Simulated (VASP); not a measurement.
# AlSiN (Pmmm) in VASP: single point with PBE

Aim: the single point of AlSiN with PBE.

Program: VASP 6.6.1. These are calculated values, not measurements. Logs are shortened: lines on timing, memory, paths and dates and some standing lists are left out, and cuts for length are marked.

## 1. The cell of the first run

The structure is orthorhombic, space group Pmmm (No. 47). The conventional cell has a = 3.433 Å, b = 3.556 Å, c = 4.007 Å, α = 90.00°, β = 90.00°, γ = 90.00°. Al (site symmetry mmm) has 2 N at 1.78 Å within 2.4 Å. Within 3.5 Å of Si (site symmetry mmm) lie 4 Al at 2.64 Å and 8 N at 3.18 Å and 2 Si at 3.43 Å. Within 2.4 Å of N (site symmetry mmm) lie 2 Al at 1.78 Å.

## 2. Single point, PBE

INCAR

```
SYSTEM = AlSiN
PREC = Accurate
ENCUT = 600
EDIFF = 1E-6
ISMEAR = 0
SIGMA = 0.1
LREAL = .FALSE.
LASPH = .TRUE.
NELM = 120
ALGO = Normal
ISIF = 2
LWAVE = .FALSE.
LCHARG = .FALSE.
GGA = PE
NBANDS = 13
GGA_COMPAT = .FALSE.
```

KPOINTS

```
regular mesh
0
G
  6 6 6
  0 0 0
```

POSCAR

```
AlSiN
1.0
    3.4326206107      0.0000000000      0.0000000000
    0.0000000000      4.0066901132      0.0000000000
    0.0000000000      0.0000000000      3.5561007894
Al Si N
1 1 1
Direct
    0.5000000000      0.5000000000      0.0000000000
    0.0000000000      0.0000000000      0.0000000000
    0.5000000000      0.5000000000      0.5000000000
```

Potentials or basis: VASP PAW PBE potentials, release 64 (Al, Si, N).

Launch:

```
> cat potpaw_PBE.64/Al/POTCAR potpaw_PBE.64/Si/POTCAR potpaw_PBE.64/N/POTCAR > POTCAR
> mpirun -np 1 vasp_std > vasp.out
```

OUTCAR:

```text
SYSTEM = AlSiN
   PREC = Accurate
   ENCUT = 600
   EDIFF = 1E-6
   ISMEAR = 0
   LREAL = .FALSE.
   LASPH = .TRUE.
   NELM = 120
   ISIF = 2
   GGA = PE

 ion  position               nearest neighbor table
   1  0.500  0.500  0.000-   3 1.78   3 1.78   2 2.64   2 2.64   2 2.64   2 2.64
   2  0.000  0.000  0.000-   1 2.64   1 2.64   1 2.64   1 2.64
   3  0.500  0.500  0.500-   1 1.78   1 1.78

  LATTYP: Found a simple orthorhombic cell.
 ALAT       =     3.4326206107
 B/A-ratio  =     1.0359725681
 C/A-ratio  =     1.1672394266

  Lattice vectors:

 A1 = (  -3.4326206107,   0.0000000000,   0.0000000000)
 A2 = (   0.0000000000,   0.0000000000,   3.5561007894)
 A3 = (   0.0000000000,   4.0066901132,   0.0000000000)

Analysis of symmetry for initial positions (statically):
=====================================================================
 Subroutine PRICEL returns:
 Original cell was already a primitive cell.

 Routine SETGRP: Setting up the symmetry group for a
 simple orthorhombic supercell.

 Subroutine GETGRP returns: Found  8 space group operations
 (whereof  8 operations were pure point group operations)
 out of a pool of  8 trial point group operations.

The static configuration has the point symmetry D_2h.

Analysis of symmetry for dynamics (positions and initial velocities):
=====================================================================
 Subroutine PRICEL returns:
 Original cell was already a primitive cell.

 Routine SETGRP: Setting up the symmetry group for a
 simple orthorhombic supercell.

 Subroutine GETGRP returns: Found  8 space group operations
 (whereof  8 operations were pure point group operations)
 out of a pool of  8 trial point group operations.

The dynamic configuration has the point symmetry D_2h.

 Subroutine INISYM returns: Found  8 space group operations
 (whereof  8 operations are pure point group operations),
 and found     1 'primitive' translations

----------------------------------------------------------------------------------------

                                     Primitive cell

  volume of cell :      48.9086

  direct lattice vectors                    reciprocal lattice vectors
     3.432620611  0.000000000  0.000000000     0.291322611  0.000000000  0.000000000
     0.000000000  4.006690113  0.000000000     0.000000000  0.249582566  0.000000000
     0.000000000  0.000000000  3.556100789     0.000000000  0.000000000  0.281206878

  length of vectors
     3.432620611  4.006690113  3.556100789     0.291322611  0.249582566  0.281206878

  position of ions in fractional coordinates (direct lattice)
     0.500000000  0.500000000  0.000000000
     0.000000000  0.000000000  0.000000000
     0.500000000  0.500000000  0.500000000

  ion indices of the primitive-cell ions
   primitive index   ion index
                 1           1
                 2           2
                 3           3

----------------------------------------------------------------------------------------

 KPOINTS: regular mesh

Automatic generation of k-mesh.
 Grid dimensions read from file:
 generate k-points for:    6    6    6

 Generating k-lattice:

  Cartesian coordinates                     Fractional coordinates (reciprocal lattice)
     0.048553769  0.000000000  0.000000000     0.166666667  0.000000000  0.000000000
     0.000000000  0.041597094  0.000000000     0.000000000  0.166666667  0.000000000
     0.000000000  0.000000000  0.046867813     0.000000000  0.000000000  0.166666667

  Length of vectors
     0.048553769  0.041597094  0.046867813

  Shift w.r.t. Gamma in fractional coordinates (k-lattice)
     0.000000000  0.000000000  0.000000000

 Subroutine IBZKPT returns following result:
 ===========================================

 Found     64 irreducible k-points:

 Following reciprocal coordinates:
            Coordinates               Weight
  0.000000  0.000000  0.000000      1.000000
  0.166667  0.000000  0.000000      2.000000
  0.333333  0.000000  0.000000      2.000000
  0.500000  0.000000  0.000000      1.000000
  0.000000  0.166667  0.000000      2.000000
  0.166667  0.166667  0.000000      4.000000
[... 16 lines left out ...]
  0.333333  0.166667  0.166667      8.000000
  0.500000  0.166667  0.166667      4.000000
 [... further k-points ...]
   k-points           NKPTS =     64   k-points in BZ     NKDIM =     64   number of bands    NBANDS=     13
   number of dos      NEDOS =    301   number of ions     NIONS =      3
   total plane-waves  NPLWV =  25088
   dimension x,y,z NGX =    28 NGY =   32 NGZ =   28
   dimension x,y,z NGXF=    56 NGYF=   64 NGZF=   56
   ions per type =               1   1   1
   NGX,Y,Z   is equivalent  to a cutoff of  13.56, 13.28, 13.09 a.u.
   NGXF,Y,Z  is equivalent  to a cutoff of  27.12, 26.55, 26.18 a.u.
 SYSTEM =  AlSiN
   PREC   = accura    normal or accurate (medium, high low for compatibility)
   ISTART =      0    job   : 0-new  1-cont  2-samecut
   ICHARG =      2    charge: 1-file 2-atom 10-const
   ISPIN  =      1    spin polarized calculation?
   LNONCOLLINEAR =      F non collinear calculations
   LSORBIT =      F    spin-orbit coupling
   LASPH  =      T    aspherical Exc in radial PAW
   ENCUT  =  600.0 eV  44.10 Ry    6.64 a.u.   6.86  8.00  7.10*2*pi/ulx,y,z
   NELM   =    120;   NELMIN=  2; NELMDL= -5     # of ELM steps
   EDIFF  = 0.1E-05   stopping-criterion for ELM
   LREAL  =      F    real-space projection
   EDIFFG = 0.1E-04   stopping-criterion for IOM
   NSW    =      0    number of steps for IOM
   IBRION =     -1    ionic relax: 0-MD 1-quasi-New 2-CG
   NFREE  =      0    steps in history (QN), initial steepest desc. (CG)
   ISIF   =      2    stress and relaxation
   ISYM   =      2    0-nonsym 1-usesym 2-fastsym
   POTIM  = 0.5000    time-step for ionic-motion
   TEBEG  =    0.0;   TEEND  =   0.0 temperature during run
   PSTRESS=    0.0 pullay stress
   NELECT =      12.0000    total number of electrons
   NUPDOWN=      -1.0000    fix difference up-down
   EMIN   =  10.00;   EMAX   =-10.00  energy-range for DOS
   EFERMI =   0.00;   METHOD = LEGACY
   ISMEAR =     0;   SIGMA  =   0.10  broadening in eV -4-tet -1-fermi 0-gaus
   EFERMI_NEDOS =   21; number of points for ismear=-14 and -15
   IALGO  =     38    algorithm
   IMIX   =      4    mixing-type and parameters
     AMIX     =   0.40;   BMIX     =  1.00
     AMIX_MAG =   1.60;   BMIX_MAG =  1.00
  volume/ion in A,a.u.               =      16.30       110.02
  Fermi-wavevector in a.u.,A,eV,Ry     =   1.024881  1.936744 14.291297  1.050381
  Thomas-Fermi vector in A             =   2.158691
   LORBIT       =      0    0 simple, 1 ext, 2 COOP (PROOUT), +10 PAW based schemes
   GGA     = PE    functional components
   LHFCALC =     F    Hartree Fock is set to
   AEXX    =    0.0000 exact exchange contribution
   IVDW    =     0    specifies the selected vdW correction
   LEPSILON=     F    determine dielectric tensor
   LRPA    =     F    only Hartree local field effects (RPA)
 non-spin polarized calculation
 Gauss-broadening in eV      SIGMA  =   0.10
  energy-cutoff  :      600.00
  volume of cell :       48.91
 maximum number of plane-waves:      1656
 NGX is ok and might be reduce to    28
   NGX = 13   NGY = 17   NGZ = 15

 number of electron      12.0000001 magnetization

 Free energy of the ion-electron system (eV)
  ---------------------------------------------------
  ext. energy  EPLUGINS =         0.00000000
  ---------------------------------------------------
  free energy    TOTEN  =       -15.25841017 eV

  energy without entropy =      -15.25254949  energy(sigma->0) =      -15.25547983

 E-fermi :   4.7952     XC(G=0):  -9.6770

 val. band max:        4.7950192241   @ k =   0.0000   0.5000   0.5000
 cond. band min:       4.8044406627   @ k =   0.3333   0.1667   0.3333
 fundamental gap:      0.0094214386
 Fermi energy:         4.7952082801

 k-point     1 :       0.0000    0.0000    0.0000
  band No.  band energies     occupation
      1      -9.4938      2.00000
      2      -3.1038      2.00000
      3       0.8098      2.00000
      4       1.4678      2.00000
      5       3.1600      2.00000
      6       6.7925      0.00000
      7       6.9946      0.00000
      8       7.8461      0.00000
      9       7.8896      0.00000
     10       9.0896      0.00000
     11      13.8641      0.00000
     12      14.0562      0.00000
     13      14.7228      0.00000

 k-point     2 :       0.1667    0.0000    0.0000
  band No.  band energies     occupation
      1      -9.3705      2.00000
      2      -3.0717      2.00000
      3       0.8990      2.00000
      4       1.7028      2.00000
      5       2.5069      2.00000
      6       6.1456      0.00000
      7       6.5431      0.00000
      8       7.4763      0.00000
      9       7.8598      0.00000
     10      11.2259      0.00000
     11      12.4300      0.00000
     12      14.7627      0.00000
     13      15.0567      0.00000

 k-point     3 :       0.3333    0.0000    0.0000
  band No.  band energies     occupation
      1      -9.0995      2.00000
      2      -3.0748      2.00000
      3       1.0899      2.00000
      4       1.6658      2.00000
      5       2.3231      2.00000
      6       4.5061      1.99996
      7       5.7808      0.00000
      8       7.7571      0.00000
      9       8.4798      0.00000
     10      11.0644      0.00000
     11      13.0597      0.00000
     12      13.6631      0.00000
     13      15.0481      0.00000
[... 305 lines left out ...]
 k-point    23 :       0.3333    0.1667    0.1667
  band No.  band energies     occupation
      1      -8.9162      2.00000
      2      -2.9010      2.00000
      3       0.2965      2.00000
      4       1.3140      2.00000
      5       3.3907      2.00000
      6       3.7488      2.00000
      7       5.5323      0.00000
      8       6.7821      0.00000
      9       9.6805      0.00000
     10      10.4770      0.00000
     11      12.9017      0.00000
     12      14.6000      0.00000
     13      14.9641      0.00000

 k-point    24 :       0.5000    0.1667    0.1667
  band No.  band energies     occupation
      1      -8.7896      2.00000
      2      -2.6770      2.00000
      3      -0.0765      2.00000
      4       1.7061      2.00000
      5       2.5884      2.00000
      6       3.9184      2.00000
      7       5.0225      0.00131
      8       7.2059      0.00000
      9       9.0113      0.00000
     10      10.9158      0.00000
     11      12.3376      0.00000
     12      14.3911      0.00000
     13      14.3965      0.00000

 [... further k-points ...]
[... 5 lines left out ...]
  --------------------------------------------------------------------------------------
  -------------------------------------------------------------------------------------
  Total       -0.1552971      0.0635107     -0.0621028      0.0000000      0.0000000      0.0000000
  in kB       -5.0873110      2.0805201     -2.0343990      0.0000000      0.0000000      0.0000000
  external PRESSURE =      -1.6803966 kB  Pullay stress =       0.0000000 kB

 VOLUME and BASIS-vectors are now :
 -----------------------------------------------------------------------------
  energy-cutoff  :      600.00
  volume of cell :       48.91
      direct lattice vectors                 reciprocal lattice vectors
     3.432620611  0.000000000  0.000000000     0.291322611  0.000000000  0.000000000
     0.000000000  4.006690113  0.000000000     0.000000000  0.249582566  0.000000000
     0.000000000  0.000000000  3.556100789     0.000000000  0.000000000  0.281206878

 POSITION                                       TOTAL-FORCE (eV/Angst)
 -----------------------------------------------------------------------------------
      1.71631      2.00335      0.00000         0.000000      0.000000      0.000000
      0.00000      0.00000      0.00000         0.000000      0.000000      0.000000
      1.71631      2.00335      1.77805         0.000000      0.000000      0.000000
 -----------------------------------------------------------------------------------
    total drift:                                0.000000      0.000000      0.000000

  FREE ENERGIE OF THE ION-ELECTRON SYSTEM (eV)
  ---------------------------------------------------
  free  energy   TOTEN  =       -15.2584101735 eV

  energy  without entropy=      -15.2525494924  energy(sigma->0) =      -15.25547983
```

Wall time 34 s (1 thread of Intel Xeon Platinum 8488C (Sapphire Rapids), shared host); peak memory 0.19 GiB.

What came out:

| Property | Result |
| --- | --- |
| Free energy | -15.2584 eV |
| Pressure | -0.2 GPa |
| Band gap on the k mesh | zero (band 6 reaches 6.79 eV, above the bottom of band 7 at 2.62 eV) |

Levels at points of the mesh, in eV from the Fermi level:
```
           k point  band 3  band 4  band 5  band 6  band 7  band 8  band 9  band 10
(0.00, 0.00, 0.00)   -3.99   -3.33   -1.64    2.00    2.20    3.05    3.09     4.29
(0.50, 0.00, 0.00)   -3.60   -3.35   -1.99   -1.00    0.38    2.89    4.52     5.89
(0.00, 0.50, 0.00)   -3.77   -3.32   -1.14   -0.46    2.15    2.30    5.34     7.67
(0.50, 0.50, 0.00)   -4.96   -4.96   -3.50    1.14    1.53    1.57    3.58     7.92
(0.00, 0.00, 0.50)   -3.24   -1.58   -1.23   -0.83   -0.75    1.78    4.15     7.16
(0.50, 0.00, 0.50)   -6.60   -3.45   -1.19   -0.64    1.04    1.64    3.20     4.21
(0.00, 0.50, 0.50)   -7.16   -3.82   -0.64    0.00    1.85    2.76    5.39     6.04
(0.50, 0.50, 0.50)   -5.52   -3.08   -2.79   -2.44   -2.18   -0.49    4.51     7.61
```
